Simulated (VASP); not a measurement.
# MgO (P6_3/mmc) in VASP: a series of runs

Aim: see how the results for MgO move with the level of theory and the settings. Levels: BLYP, PBEsol, LDA. Tasks: single point.

Program: VASP 6.6.1. These are calculated values, not measurements. Logs are shortened: lines on timing, memory, paths and dates and some standing lists are left out, and cuts for length are marked.

## (1) The cell of the first run

Symmetry: P6_3/mmc, No. 194, hexagonal system. The conventional cell has a = 3.486 Å, b = 3.486 Å, c = 4.178 Å, α = 90.00°, β = 90.00°, γ = 120.00°. Within 2.7 Å of Mg (site symmetry -6m2) lie 5 O at 2.01 to 2.09 Å. Within 2.7 Å of O (site symmetry -6m2) lie 5 Mg at 2.01 to 2.09 Å.

## (2) Single point, BLYP

Input file INCAR:

```
SYSTEM = MgO
PREC = Accurate ; ENCUT = 600
EDIFF = 1E-6 ; ISMEAR = 0
SIGMA = 0.01 ; LREAL = .False.
LASPH = .True. ; NELM = 120
ALGO = Normal ; ISIF = 2
LWAVE = .False. ; LCHARG = .True.
GGA = B5 ; ALDAX = 1.0
AGGAX = 1.0 ; AGGAC = 1.0
ALDAC = 0.0 ; LELF = .True.
LVHAR = .True. ; NBANDS = 16
GGA_COMPAT = .False.
```

Input file KPOINTS:

```
regular mesh
0
Gamma
  6 6 4
  0 0 0
```

Input file POSCAR:

```
MgO
1.0
    3.4863800000      0.0000000000      0.0000000000
   -1.7431900000      3.0192936472      0.0000000000
    0.0000000000      0.0000000000      4.1780400000
Mg O
2 2
Direct
    0.6666666667      0.3333333333      0.7500000000
    0.3333333333      0.6666666667      0.2500000000
    0.6666666667      0.3333333333      0.2500000000
    0.3333333333      0.6666666667      0.7500000000
```

Potentials or basis: VASP PAW PBE potentials, release 64 (Mg, O).

The run is started by

```
$ cat potpaw_PBE.64/Mg/POTCAR potpaw_PBE.64/O/POTCAR > POTCAR
$ mpirun -np 1 vasp_std > vasp.out
```

OUTCAR:

```text
SYSTEM = MgO
   PREC = Accurate
   ENCUT = 600
   EDIFF = 1E-6
   ISMEAR = 0
   LREAL = .False.
   LASPH = .True.
   NELM = 120
   ISIF = 2
   GGA = B5

 ion  position               nearest neighbor table
   1  0.667  0.333  0.750-   4 2.01   4 2.01   4 2.01   3 2.09   3 2.09   2 2.90   2 2.90   2 2.90
                             2 2.90   2 2.90   2 2.90
   2  0.333  0.667  0.250-   3 2.01   3 2.01   3 2.01   4 2.09   4 2.09   1 2.90   1 2.90   1 2.90
                             1 2.90   1 2.90   1 2.90
   3  0.667  0.333  0.250-   2 2.01   2 2.01   2 2.01   1 2.09   1 2.09
   4  0.333  0.667  0.750-   1 2.01   1 2.01   1 2.01   2 2.09   2 2.09

  LATTYP: Found a hexagonal cell.
 ALAT       =     3.4863800000
 C/A-ratio  =     1.1983891601

  Lattice vectors:

 A1 = (   3.4863800000,   0.0000000000,   0.0000000000)
 A2 = (  -1.7431900000,   3.0192936472,   0.0000000000)
 A3 = (   0.0000000000,   0.0000000000,   4.1780400000)

Analysis of symmetry for initial positions (statically):
=====================================================================
 Subroutine PRICEL returns:
 Original cell was already a primitive cell.

 Routine SETGRP: Setting up the symmetry group for a
 hexagonal supercell.

 Subroutine GETGRP returns: Found 24 space group operations
 (whereof 12 operations were pure point group operations)
 out of a pool of 24 trial point group operations.

The static configuration has the point symmetry D_3d.
 The point group associated with its full space group is D_6h.

Analysis of symmetry for dynamics (positions and initial velocities):
=====================================================================
 Subroutine PRICEL returns:
 Original cell was already a primitive cell.

 Routine SETGRP: Setting up the symmetry group for a
 hexagonal supercell.

 Subroutine GETGRP returns: Found 24 space group operations
 (whereof 12 operations were pure point group operations)
 out of a pool of 24 trial point group operations.

The dynamic configuration has the point symmetry D_3d.
 The point group associated with its full space group is D_6h.

 Subroutine INISYM returns: Found 24 space group operations
 (whereof 12 operations are pure point group operations),
 and found     1 'primitive' translations

----------------------------------------------------------------------------------------

                                     Primitive cell

[... 91 lines left out ...]
   LREAL  =      F    real-space projection
   EDIFFG = 0.1E-04   stopping-criterion for IOM
   NSW    =      0    number of steps for IOM
   IBRION =     -1    ionic relax: 0-MD 1-quasi-New 2-CG
   NFREE  =      0    steps in history (QN), initial steepest desc. (CG)
   ISIF   =      2    stress and relaxation
   ISYM   =      2    0-nonsym 1-usesym 2-fastsym
   POTIM  = 0.5000    time-step for ionic-motion
   TEBEG  =    0.0;   TEEND  =   0.0 temperature during run
   PSTRESS=    0.0 pullay stress
   NELECT =      16.0000    total number of electrons
   NUPDOWN=      -1.0000    fix difference up-down
   EMIN   =  10.00;   EMAX   =-10.00  energy-range for DOS
   EFERMI =   0.00;   METHOD = LEGACY
   ISMEAR =     0;   SIGMA  =   0.01  broadening in eV -4-tet -1-fermi 0-gaus
   EFERMI_NEDOS =   21; number of points for ismear=-14 and -15
   IALGO  =     38    algorithm
   IMIX   =      4    mixing-type and parameters
     AMIX     =   0.40;   BMIX     =  1.00
     AMIX_MAG =   1.60;   BMIX_MAG =  1.00
  volume/ion in A,a.u.               =      10.99        74.20
  Fermi-wavevector in a.u.,A,eV,Ry     =   1.168684  2.208493 18.583155  1.365823
  Thomas-Fermi vector in A             =   2.305168
   LORBIT       =      0    0 simple, 1 ext, 2 COOP (PROOUT), +10 PAW based schemes
   GGA     = B5    functional components
   LHFCALC =     F    Hartree Fock is set to
   AEXX    =    0.0000 exact exchange contribution
   IVDW    =     0    specifies the selected vdW correction
   LEPSILON=     F    determine dielectric tensor
   LRPA    =     F    only Hartree local field effects (RPA)
 non-spin polarized calculation
 Gauss-broadening in eV      SIGMA  =   0.01
  energy-cutoff  :      600.00
  volume of cell :       43.98
 maximum number of plane-waves:      1485
 NGX is ok and might be reduce to    28
   NGX = 13   NGY = 13   NGZ = 17

 number of electron      15.9999998 magnetization

 Free energy of the ion-electron system (eV)
  ---------------------------------------------------
  ext. energy  EPLUGINS =         0.00000000
  ---------------------------------------------------
  free energy    TOTEN  =       -22.68673643 eV

  energy without entropy =      -22.68673643  energy(sigma->0) =      -22.68673643

 E-fermi :   2.4006     XC(G=0):  -9.6178

 val. band max:        2.3058181230   @ k =   0.0000   0.0000   0.0000
 cond. band min:       6.0182766337   @ k =   0.0000   0.0000   0.0000
 fundamental gap:      3.7124585107
 Fermi energy:         2.4005989623

 k-point     1 :       0.0000    0.0000    0.0000
  band No.  band energies     occupation
      1     -14.5228      2.00000
      2     -13.1293      2.00000
      3      -1.2656      2.00000
      4       0.5930      2.00000
      5       0.5930      2.00000
      6       1.5108      2.00000
[... 376 lines left out ...]
      3      -1.2468      2.00000
      4      -1.2468      2.00000
      5      -0.1185      2.00000
      6      -0.1185      2.00000
[... 8 lines left out ...]
     15      20.0206      0.00000
     16      20.0206      0.00000

------------------------ aborting loop because EDIFF is reached ----------------------------------------

  FORCE on cell =-STRESS in cart. coord.  units (eV):
  Direction    XX          YY          ZZ          XY          YZ          ZX
  --------------------------------------------------------------------------------------
  -------------------------------------------------------------------------------------
  Total        1.4744525      1.4744525      1.8223719      0.0000000      0.0000000      0.0000000
  in kB       53.7141491     53.7141491     66.3888147      0.0000000      0.0000000      0.0000000
  external PRESSURE =      57.9390376 kB  Pullay stress =       0.0000000 kB

 VOLUME and BASIS-vectors are now :
 -----------------------------------------------------------------------------
  energy-cutoff  :      600.00
  volume of cell :       43.98
      direct lattice vectors                 reciprocal lattice vectors
     3.486380000  0.000000000  0.000000000     0.286830466  0.165601647  0.000000000
    -1.743190000  3.019293647  0.000000000     0.000000000  0.331203294  0.000000000
     0.000000000  0.000000000  4.178040000     0.000000000  0.000000000  0.239346679

 POSITION                                       TOTAL-FORCE (eV/Angst)
 -----------------------------------------------------------------------------------
      1.74319      1.00643      3.13353         0.000000      0.000000      0.000000
     -0.00000      2.01286      1.04451         0.000000     -0.000000      0.000000
      1.74319      1.00643      1.04451         0.000000     -0.000000      0.000000
     -0.00000      2.01286      3.13353        -0.000000      0.000000      0.000000
 -----------------------------------------------------------------------------------
    total drift:                                0.000000     -0.000000      0.000000

  FREE ENERGIE OF THE ION-ELECTRON SYSTEM (eV)
  ---------------------------------------------------
  free  energy   TOTEN  =       -22.6867364337 eV

  energy  without entropy=      -22.6867364337  energy(sigma->0) =      -22.68673643
```

OSZICAR:

```text
N       E                     dE             d eps       ncg     rms          rms(c)
DAV:   1     0.717103380545E+02    0.71710E+02   -0.83222E+03   672   0.101E+03
DAV:   2    -0.228857144148E+02   -0.94596E+02   -0.86188E+02   904   0.207E+02
DAV:   3    -0.274217990365E+02   -0.45361E+01   -0.45203E+01   784   0.478E+01
DAV:   4    -0.274421740144E+02   -0.20375E-01   -0.20374E-01   816   0.370E+00
DAV:   5    -0.274422823343E+02   -0.10832E-03   -0.10832E-03   776   0.259E-01    0.122E+01
DAV:   6    -0.227948172049E+02    0.46475E+01   -0.12538E+01   696   0.274E+01    0.367E+00
DAV:   7    -0.227279792712E+02    0.66838E-01   -0.18905E-01   672   0.345E+00    0.218E+00
DAV:   8    -0.226892436532E+02    0.38736E-01   -0.12679E-01   720   0.356E+00    0.551E-01
DAV:   9    -0.226861486496E+02    0.30950E-02   -0.67643E-03   776   0.719E-01    0.129E-01
DAV:  10    -0.226867349741E+02   -0.58632E-03   -0.50478E-04   688   0.176E-01    0.188E-02
DAV:  11    -0.226867364960E+02   -0.15219E-05   -0.11223E-05   832   0.253E-02    0.142E-02
DAV:  12    -0.226867364337E+02    0.62274E-07   -0.47018E-06   704   0.183E-02
   1 F= -.22686736E+02 E0= -.22686736E+02  d E =-.378983E-43
```

It took 25 s on 1 thread of AMD EPYC 7R13 (Zen 3), shared host; peak memory 0.14 GiB.

What came out:

* Free energy: -22.6867 eV
* Pressure: 5.8 GPa
* Band gap on the k mesh: 3.71 eV

Caveat: the cell stands under pressure; the PAW data sets were made with another functional, which shifts forces and pressure a little.

## (3) Single point, PBEsol

Input file INCAR:

```
SYSTEM = MgO
PREC = Accurate ; ENCUT = 600
EDIFF = 1E-6 ; ISMEAR = 0
SIGMA = 0.01 ; LREAL = .FALSE.
LASPH = .TRUE. ; NELM = 120
ALGO = Normal ; ISIF = 2
LWAVE = .FALSE. ; LCHARG = .FALSE.
GGA = PS ; NBANDS = 16
GGA_COMPAT = .FALSE.
```

Input file KPOINTS:

```
Automatic mesh
0
G
  6 6 4
  0 0 0
```

POSCAR is that of step 2.

Potentials or basis: VASP PAW PBE potentials, release 64 (Mg, O).

The run is started by

```
$ cat potpaw_PBE.64/Mg/POTCAR potpaw_PBE.64/O/POTCAR > POTCAR
$ mpirun -np 1 vasp_std > vasp.out
```

OUTCAR:

```text
SYSTEM = MgO
   PREC = Accurate
   ENCUT = 600
   EDIFF = 1E-6
   ISMEAR = 0
   LREAL = .FALSE.
   LASPH = .TRUE.
   NELM = 120
   ISIF = 2
   GGA = PS

 ion  position               nearest neighbor table
   1  0.667  0.333  0.750-   4 2.01   4 2.01   4 2.01   3 2.09   3 2.09   2 2.90   2 2.90   2 2.90
                             2 2.90   2 2.90   2 2.90
   2  0.333  0.667  0.250-   3 2.01   3 2.01   3 2.01   4 2.09   4 2.09   1 2.90   1 2.90   1 2.90
                             1 2.90   1 2.90   1 2.90
   3  0.667  0.333  0.250-   2 2.01   2 2.01   2 2.01   1 2.09   1 2.09
   4  0.333  0.667  0.750-   1 2.01   1 2.01   1 2.01   2 2.09   2 2.09

  LATTYP: Found a hexagonal cell.
 ALAT       =     3.4863800000
 C/A-ratio  =     1.1983891601

  Lattice vectors:

 A1 = (   3.4863800000,   0.0000000000,   0.0000000000)
 A2 = (  -1.7431900000,   3.0192936472,   0.0000000000)
 A3 = (   0.0000000000,   0.0000000000,   4.1780400000)

Analysis of symmetry for initial positions (statically):
=====================================================================
 Subroutine PRICEL returns:
 Original cell was already a primitive cell.

 Routine SETGRP: Setting up the symmetry group for a
[... 175 lines left out ...]
 fundamental gap:      3.3147485497
 Fermi energy:         1.9216509754

 k-point     1 :       0.0000    0.0000    0.0000
  band No.  band energies     occupation
      1     -14.9895      2.00000
      2     -13.5582      2.00000
      3      -1.8128      2.00000
      4       0.1254      2.00000
      5       0.1254      2.00000
      6       1.0688      2.00000
[... 376 lines left out ...]
      3      -1.7606      2.00000
      4      -1.7606      2.00000
      5      -0.6435      2.00000
      6      -0.6435      2.00000
[... 8 lines left out ...]
     15      19.2725      0.00000
     16      19.2725      0.00000

------------------------ aborting loop because EDIFF is reached ----------------------------------------

  FORCE on cell =-STRESS in cart. coord.  units (eV):
  Direction    XX          YY          ZZ          XY          YZ          ZX
  --------------------------------------------------------------------------------------
  -------------------------------------------------------------------------------------
  Total        0.1327024      0.1327024      0.2122392      0.0000000      0.0000000      0.0000000
  in kB        4.8343333      4.8343333      7.7318533      0.0000000      0.0000000      0.0000000
  external PRESSURE =       5.8001733 kB  Pullay stress =       0.0000000 kB

 VOLUME and BASIS-vectors are now :
 -----------------------------------------------------------------------------
  energy-cutoff  :      600.00
  volume of cell :       43.98
      direct lattice vectors                 reciprocal lattice vectors
     3.486380000  0.000000000  0.000000000     0.286830466  0.165601647  0.000000000
    -1.743190000  3.019293647  0.000000000     0.000000000  0.331203294  0.000000000
     0.000000000  0.000000000  4.178040000     0.000000000  0.000000000  0.239346679

 POSITION                                       TOTAL-FORCE (eV/Angst)
 -----------------------------------------------------------------------------------
      1.74319      1.00643      3.13353         0.000000     -0.000000      0.000000
     -0.00000      2.01286      1.04451         0.000000      0.000000      0.000000
      1.74319      1.00643      1.04451        -0.000000      0.000000      0.000000
     -0.00000      2.01286      3.13353        -0.000000     -0.000000      0.000000
 -----------------------------------------------------------------------------------
    total drift:                                0.000000     -0.000000      0.000000

  FREE ENERGIE OF THE ION-ELECTRON SYSTEM (eV)
  ---------------------------------------------------
  free  energy   TOTEN  =       -24.7638633646 eV

  energy  without entropy=      -24.7638633646  energy(sigma->0) =      -24.76386336
```

Wall time 12 s (1 thread of AMD EPYC 7R13 (Zen 3), shared host); peak memory 0.14 GiB.

What came out:

```yaml
Free_energy: -24.7639 eV
Pressure: 0.6 GPa
Band_gap_on_the_k_mesh: 3.31 eV
```

Levels at points of the mesh, in eV from the valence-band top:
| k point | band 5 | band 6 | band 7 | band 8 | band 9 | band 10 | band 11 | band 12 |
| --- | --- | --- | --- | --- | --- | --- | --- | --- |
| (0.00, 0.00, 0.00) | -1.76 | -0.81 | -0.81 | 0.00 | 3.31 | 9.39 | 12.11 | 12.41 |
| (0.50, 0.00, 0.00) | -2.37 | -1.98 | -1.32 | -0.53 | 6.84 | 9.01 | 9.69 | 12.05 |
| (0.00, 0.00, 0.50) | -1.30 | -1.30 | -1.30 | -1.30 | 6.35 | 6.35 | 12.77 | 12.77 |
| (0.50, 0.00, 0.50) | -1.56 | -1.56 | -0.83 | -0.83 | 7.17 | 7.17 | 11.89 | 11.89 |

Caveat: the PAW data sets were made with another functional, which shifts forces and pressure a little.

(Part 1 of 2 ends here.)
